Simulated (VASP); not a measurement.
Write the native input for VASP 6.6.1 that does the following.

```
Task                   : single point
Functional             : PBEsol
Potentials or basis    : VASP PAW PBE potentials, release 64 (Bi_d)
Cutoff                 : 520 eV
k mesh                 : 6 × 6 × 4
Occupations            : fermi-dirac, width 0.05 eV
Spin                   : no spin polarisation
Dipole correction      : no
Further INCAR settings : ALGO = Fast; EDIFF = 1e-07; NBANDS = 38
```

The structure of Bi lies in POSCAR:

```
Bi
1.0
    4.5272846381      0.0000000000      0.1157364363
    0.0000000000      4.5296277136      0.0000000000
   -0.1744479919      0.0000000000      6.5180518390
Bi
4
Direct
    0.2501073200      0.2500000000      0.7497953405
    0.7498926800      0.7500000000      0.2502046595
    0.2499077071      0.2500000000      0.2500328331
    0.7500922929      0.7500000000      0.7499671669
```

The input as run:

INCAR

```
PREC = Accurate
ENCUT = 520
EDIFF = 1E-7
ISMEAR = -1
SIGMA = 0.05
LREAL = False
LASPH = True
NELM = 60
ALGO = Fast
ISIF = 2
LWAVE = False
LCHARG = False
GGA = PS
NBANDS = 38
```

KPOINTS

```
regular mesh
0
Gamma
  6 6 4
```

Potentials or basis: VASP PAW PBE potentials, release 64 (Bi_d).

Command:

```bash
$ cat potpaw_PBE.64/Bi_d/POTCAR > POTCAR
$ mpirun -np 1 vasp_std > vasp.out
```

Results of the run:

| Quantity | Value |
| --- | --- |
| Pressure | -0.1 GPa |
| Band gap on the k mesh | zero (bands 30 and 31 overlap by 0.38 eV) |

Caveat: the PAW data sets were made with another functional, which shifts forces and pressure a little; spin-orbit coupling is left out, which moves the levels of the heavy elements.

Run time: 3.9 min on 1 thread of AMD EPYC 9R14 (Zen 4) (shared host), peak memory 0.33 GiB.
